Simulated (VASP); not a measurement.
# Nb3Sn (Pm-3m) in VASP: further runs

Runs on Nb3Sn. Level: PBE. Tasks: relaxation of cell and atoms, single point.

Everything below comes from runs of VASP 6.6.1. Logs are shortened: lines on timing, memory, paths and dates and some standing lists are left out, and cuts for length are marked.

## (1) The cell of the first run

It takes space group Pm-3m (No. 221, cubic). The conventional cell has a = 4.178 Å, b = 4.178 Å, c = 4.178 Å, α = 90.00°, β = 90.00°, γ = 90.00°. Within 3.9 Å of Nb (site symmetry 4/mmm) lie 8 Nb at 2.95 Å and 4 Sn at 2.95 Å. Sn (site symmetry m-3m) has 12 Nb at 2.95 Å within 3.9 Å.

## (2) Relaxation of cell and atoms, PBE

File INCAR:

```
  ALGO = All
  EDIFF = 1E-7
  EDIFFG = -0.04
  ENCUT = 590
  GGA = PE
  GGA_COMPAT = F
  IBRION = 2
  ISEARCH = 1
  ISIF = 3
  ISMEAR = 0
  KPAR = 4
  LASPH = T
  LCHARG = F
  LREAL = F
  LWAVE = F
  NELM = 300
  NELMIN = 4
  NSW = 90
  PREC = Accurate
  SIGMA = 0.1
```

File KPOINTS:

```
k-points
0
Gamma
  4 4 4
```

File POSCAR:

```
Nb3Sn
1.0
    4.1778318120      0.0000000000      0.0000000000
    0.0000000000      4.1778318120      0.0000000000
    0.0000000000      0.0000000000      4.1778318120
Nb Sn
3 1
Direct
    0.0000000000      0.5000000000      0.5000000000
    0.5000000000      0.0000000000      0.5000000000
    0.5000000000      0.5000000000      0.0000000000
    0.0000000000      0.0000000000      0.0000000000
```

Potentials or basis: VASP PAW PBE potentials, release 64 (Nb_sv, Sn_d).

Run with:

```sh
$ cat potpaw_PBE.64/Nb_sv/POTCAR potpaw_PBE.64/Sn_d/POTCAR > POTCAR
$ mpirun -np 4 vasp_std > vasp.out
```

OUTCAR:

```text
EDIFF = 1E-7
   EDIFFG = -0.04
   ENCUT = 590
   GGA = PE
   IBRION = 2
   ISIF = 3
   ISMEAR = 0
   LASPH = T
   LREAL = F
   NELM = 300
   NELMIN = 4
   NSW = 90
   PREC = Accurate

 ion  position               nearest neighbor table
   1  0.000  0.500  0.500-   2 2.95   3 2.95   4 2.95   3 2.95   4 2.95   2 2.95   4 2.95   4 2.95
                             2 2.95   3 2.95   3 2.95   2 2.95
   2  0.500  0.000  0.500-   1 2.95   3 2.95   4 2.95   3 2.95   4 2.95   1 2.95   3 2.95   3 2.95
                             1 2.95   4 2.95   4 2.95   1 2.95
   3  0.500  0.500  0.000-   1 2.95   2 2.95   4 2.95   1 2.95   2 2.95   2 2.95   4 2.95   2 2.95
                             1 2.95   4 2.95   1 2.95   4 2.95
   4  0.000  0.000  0.000-   1 2.95   2 2.95   3 2.95   1 2.95   2 2.95   1 2.95   3 2.95   1 2.95
                             2 2.95   3 2.95   2 2.95   3 2.95

  LATTYP: Found a simple cubic cell.
 ALAT       =     4.1778318120

  Lattice vectors:

 A1 = (   4.1778318120,   0.0000000000,   0.0000000000)
 A2 = (   0.0000000000,   4.1778318120,   0.0000000000)
 A3 = (   0.0000000000,   0.0000000000,   4.1778318120)

Analysis of symmetry for initial positions (statically):
=====================================================================
 Subroutine PRICEL returns:
 Original cell was already a primitive cell.

 Routine SETGRP: Setting up the symmetry group for a
 simple cubic supercell.

 Subroutine GETGRP returns: Found 48 space group operations
 (whereof 48 operations were pure point group operations)
 out of a pool of 48 trial point group operations.

The static configuration has the point symmetry O_h .

Analysis of symmetry for dynamics (positions and initial velocities):
=====================================================================
 Subroutine PRICEL returns:
 Original cell was already a primitive cell.

 Routine SETGRP: Setting up the symmetry group for a
 simple cubic supercell.

 Subroutine GETGRP returns: Found 48 space group operations
 (whereof 48 operations were pure point group operations)
 out of a pool of 48 trial point group operations.

The dynamic configuration has the point symmetry O_h .

 Subroutine INISYM returns: Found 48 space group operations
 (whereof 48 operations are pure point group operations),
 and found     1 'primitive' translations

----------------------------------------------------------------------------------------

                                     Primitive cell
[... 70 lines left out ...]
 SYSTEM =  unknown system
   PREC   = accura    normal or accurate (medium, high low for compatibility)
   ISTART =      0    job   : 0-new  1-cont  2-samecut
   ICHARG =      2    charge: 1-file 2-atom 10-const
   ISPIN  =      1    spin polarized calculation?
   LNONCOLLINEAR =      F non collinear calculations
   LSORBIT =      F    spin-orbit coupling
   LASPH  =      T    aspherical Exc in radial PAW
   ENCUT  =  590.0 eV  43.36 Ry    6.59 a.u.   8.27  8.27  8.27*2*pi/ulx,y,z
   NELM   =    300;   NELMIN=  4; NELMDL= -5     # of ELM steps
   EDIFF  = 0.1E-06   stopping-criterion for ELM
   LREAL  =      F    real-space projection
   EDIFFG = -.4E-01   stopping-criterion for IOM
   NSW    =     90    number of steps for IOM
   IBRION =      2    ionic relax: 0-MD 1-quasi-New 2-CG
   NFREE  =      1    steps in history (QN), initial steepest desc. (CG)
   ISIF   =      3    stress and relaxation
   ISYM   =      2    0-nonsym 1-usesym 2-fastsym
   POTIM  = 0.5000    time-step for ionic-motion
   TEBEG  =    0.0;   TEEND  =   0.0 temperature during run
   PSTRESS=    0.0 pullay stress
   NELECT =      53.0000    total number of electrons
   NUPDOWN=      -1.0000    fix difference up-down
   EMIN   =  10.00;   EMAX   =-10.00  energy-range for DOS
   EFERMI =   0.00;   METHOD = LEGACY
   ISMEAR =     0;   SIGMA  =   0.10  broadening in eV -4-tet -1-fermi 0-gaus
   EFERMI_NEDOS =   21; number of points for ismear=-14 and -15
   IALGO  =     58    algorithm
   IMIX   =      4    mixing-type and parameters
     AMIX     =   0.40;   BMIX     =  1.00
     AMIX_MAG =   1.60;   BMIX_MAG =  1.00
  volume/ion in A,a.u.               =      18.23       123.02
  Fermi-wavevector in a.u.,A,eV,Ry     =   1.471914  2.781515 29.477450  2.166531
  Thomas-Fermi vector in A             =   2.586992
   LORBIT       =      0    0 simple, 1 ext, 2 COOP (PROOUT), +10 PAW based schemes
   GGA     = PE    functional components
   LHFCALC =     F    Hartree Fock is set to
   AEXX    =    0.0000 exact exchange contribution
   IVDW    =     0    specifies the selected vdW correction
   LEPSILON=     F    determine dielectric tensor
   LRPA    =     F    only Hartree local field effects (RPA)
 conjugate gradient relaxation of ions
 non-spin polarized calculation
 Gauss-broadening in eV      SIGMA  =   0.10
  energy-cutoff  :      590.00
  volume of cell :       72.92
 maximum number of plane-waves:      2392
 NGX is ok and might be reduce to    36

--------------------------------------- Ionic step        1  -------------------------------------------

 number of electron      52.9999995 magnetization

 Free energy of the ion-electron system (eV)
  ---------------------------------------------------
  ext. energy  EPLUGINS =         0.00000000
  ---------------------------------------------------
  free energy    TOTEN  =       -34.67115432 eV

  energy without entropy =      -34.63358718  energy(sigma->0) =      -34.65237075

------------------------ aborting loop because EDIFF is reached ----------------------------------------

  FORCE on cell =-STRESS in cart. coord.  units (eV):
  Direction    XX          YY          ZZ          XY          YZ          ZX
  --------------------------------------------------------------------------------------
  -------------------------------------------------------------------------------------
  Total        2.8067313      2.8067313      2.8067313      0.0000000      0.0000000     -0.0000000
  in kB       61.6678145     61.6678145     61.6678145      0.0000000      0.0000000     -0.0000000
  external PRESSURE =      61.6678145 kB  Pullay stress =       0.0000000 kB
[... 63 lines left out ...]
--------------------------------------- Ionic step        3  -------------------------------------------

 number of electron      53.0000004 magnetization

 Free energy of the ion-electron system (eV)
  ---------------------------------------------------
  ext. energy  EPLUGINS =         0.00000000
  ---------------------------------------------------
  free energy    TOTEN  =       -34.72075401 eV

  energy without entropy =      -34.68462395  energy(sigma->0) =      -34.70268898

 E-fermi :  11.3095     XC(G=0): -12.2339

 val. band max:       11.3046394195   @ k =   0.5000   0.2500   0.0000
 cond. band min:      11.3736758950   @ k =   0.5000   0.5000   0.0000
 fundamental gap:      0.0690364755
 Fermi energy:        11.3095322986

 k-point     1 :       0.0000    0.0000    0.0000
  band No.  band energies     occupation
      1     -43.4681      2.00000
      2     -43.2810      2.00000
      3     -43.2810      2.00000
      4     -19.8325      2.00000
      5     -19.8325      2.00000
      6     -19.8325      2.00000
[... 360 lines left out ...]
  FREE ENERGIE OF THE ION-ELECTRON SYSTEM (eV)
  ---------------------------------------------------
  free  energy   TOTEN  =       -34.7207540065 eV

  energy  without entropy=      -34.6846233769  energy(sigma->0) =      -34.70268869

 reached required accuracy - stopping structural energy minimisation
```

CONTCAR:

```text
Nb3Sn
   1.00000000000000
     4.2290206993649111   -0.0000000000000000   -0.0000000000000000
     0.0000000000000000    4.2290206993649111   -0.0000000000000000
     0.0000000000000000    0.0000000000000000    4.2290206993649111
  Nb              Sn
     3     1
Direct
     0.0000000000000000    0.5000000000000000    0.5000000000000000
     0.5000000000000000    0.0000000000000000    0.5000000000000000
     0.5000000000000000    0.5000000000000000    0.0000000000000000
     0.0000000000000000    0.0000000000000000    0.0000000000000000

  0.00000000E+00  0.00000000E+00  0.00000000E+00
  0.00000000E+00  0.00000000E+00  0.00000000E+00
  0.00000000E+00  0.00000000E+00  0.00000000E+00
  0.00000000E+00  0.00000000E+00  0.00000000E+00
```

Wall time 1.9 min (4 MPI ranks of Intel Xeon Platinum 8488C (Sapphire Rapids), shared host); peak memory 0.23 GiB.

Results:

```yaml
Free_energy: -34.7208 eV
Relaxed_volume: 18.91 Å³/atom
Relaxed_cell: a = 4.229 Å, b = 4.229 Å, c = 4.229 Å, α = 90.00°, β = 90.00°, γ = 90.00°
Space_group_after_relaxing_to_0.1_Å: Pm-3m (No. 221)
Energy_gained_by_relaxing: 12.4 meV/atom
Ionic_steps: 3
Pressure_after_relaxing: -0.1 GPa
Band_gap_on_the_k_mesh: zero (an odd number of electrons rules out a gap without spin polarisation)
```

Step by step:
| step | energy change (eV) | largest force (eV/Å) | pressure (GPa) | volume (Å³) |
| --- | --- | --- | --- | --- |
| 1 | 0.0000 | 0.0000 | 6.17 | 72.92 |
| 2 | 0.0978 | 0.0000 | -8.95 | 80.58 |
| 3 | -0.0496 | 0.0000 | -0.10 | 75.63 |

Final structure:
```cif
data_structure
_symmetry_space_group_name_H-M 'P 1'
_symmetry_Int_Tables_number 1
_cell_length_a 4.2290
_cell_length_b 4.2290
_cell_length_c 4.2290
_cell_angle_alpha 90.000
_cell_angle_beta 90.000
_cell_angle_gamma 90.000
_cell_volume 75.63
loop_
_atom_site_label
_atom_site_type_symbol
_atom_site_fract_x
_atom_site_fract_y
_atom_site_fract_z
_atom_site_occupancy
Nb1 Nb 0.00000 0.50000 0.50000 1
Nb2 Nb 0.50000 0.00000 0.50000 1
Nb3 Nb 0.50000 0.50000 0.00000 1
Sn1 Sn 0.00000 0.00000 0.00000 1
```

Levels at points of the mesh, in eV from the Fermi level:
```
           k point  band 23  band 24  band 25  band 26  band 27  band 28  band 29  band 30  band 31
(0.00, 0.00, 0.00)    -2.42    -2.42    -0.09    -0.09    -0.09     1.44     1.44     1.44     3.38
(0.50, 0.00, 0.00)    -1.93    -1.08    -0.04    -0.04     0.07     0.39     1.25     1.48     1.53
(0.50, 0.50, 0.00)    -1.33    -1.33    -1.19     0.06     0.06     1.10     1.14     1.18     1.18
(0.50, 0.50, 0.50)    -2.00    -2.00    -0.19    -0.19    -0.19     1.34     1.34     1.34     1.47
```

Caveat: the k points lie up to 0.37 Å⁻¹ apart in the final cell, too coarse for converged energies and pressures of a metal; spin-orbit coupling is left out, which moves the levels of the heavy elements.

## (3) Single point, PBE

This run uses another cell than the first one: it holds 8 atoms, not 4.

File INCAR:

```
PREC     = Accurate       # precision mode
ENCUT    = 590            # plane-wave cutoff, eV
EDIFF    = 1E-6           # SCF threshold, eV
ISMEAR   = 0              # smearing method
SIGMA    = 0.1            # smearing width, eV
LREAL    = F              # projectors in reciprocal space
LASPH    = T              # aspherical terms in the spheres
NELM     = 300            # most SCF steps
ALGO     = All            # electronic algorithm
ISIF     = 2              # what is computed and relaxed
LWAVE    = F              # write WAVECAR
LCHARG   = F              # write CHGCAR
GGA      = PE             # functional
NBANDS   = 63             # bands
GGA_COMPAT= F            
ISEARCH  = 1            
KPAR     = 4
```

File KPOINTS:

```
regular mesh
0
Gamma
  6 6 4
```

File POSCAR:

```
Nb3Sn
1.0
    0.0000000000      4.2244174292      0.0000000000
    0.0000000000      0.0000000000      4.2244174292
    8.4488348585      0.0000000000      0.0000000000
Nb Sn
6 2
Direct
    0.5000000000      0.5000000000      0.5000000000
    0.5000000000      0.5000000000      1.0000000000
    0.0000000000      0.5000000000      0.2500000000
    0.0000000000      0.5000000000      0.7500000000
    0.5000000000      0.0000000000      0.2500000000
    0.5000000000      0.0000000000      0.7500000000
    0.0000000000      0.0000000000      0.5000000000
    0.0000000000      0.0000000000      1.0000000000
```

Potentials or basis: VASP PAW PBE potentials, release 64 (Nb_sv, Sn_d).

Run with:

```sh
$ cat potpaw_PBE.64/Nb_sv/POTCAR potpaw_PBE.64/Sn_d/POTCAR > POTCAR
$ mpirun -np 4 vasp_std > vasp.out
```

It took 6.7 min on 4 MPI ranks of Intel Xeon Platinum 8259CL at 2.50GHz (Skylake/Cascade Lake), shared host; peak memory 0.73 GiB.

Results (log left out):

- Free energy: -69.6210 eV
- Pressure: -0.3 GPa
- Band gap on the k mesh: zero (bands 53 and 54 overlap by 0.72 eV)

Levels at points of the mesh, in eV from the Fermi level:
| k point | band 51 | band 52 | band 53 | band 54 | band 55 | band 56 |
| --- | --- | --- | --- | --- | --- | --- |
| (0.00, 0.00, 0.00) | -0.05 | 0.03 | 0.03 | 0.13 | 0.45 | 1.32 |
| (0.50, 0.00, 0.00) | 0.03 | 0.13 | 0.13 | 0.13 | 0.45 | 1.16 |
| (0.50, 0.50, 0.00) | -0.13 | -0.13 | 0.13 | 0.13 | 1.16 | 1.21 |
| (0.00, 0.00, 0.50) | -0.40 | -0.40 | -0.23 | -0.23 | 1.00 | 1.00 |
| (0.50, 0.00, 0.50) | 0.06 | 0.06 | 0.19 | 0.19 | 0.65 | 0.65 |
| (0.50, 0.50, 0.50) | -0.14 | -0.14 | 0.06 | 0.06 | 0.34 | 0.34 |

Caveat: spin-orbit coupling is left out, which moves the levels of the heavy elements.

The gap in the log of VASP goes by the Fermi energy; the results here count the filled bands.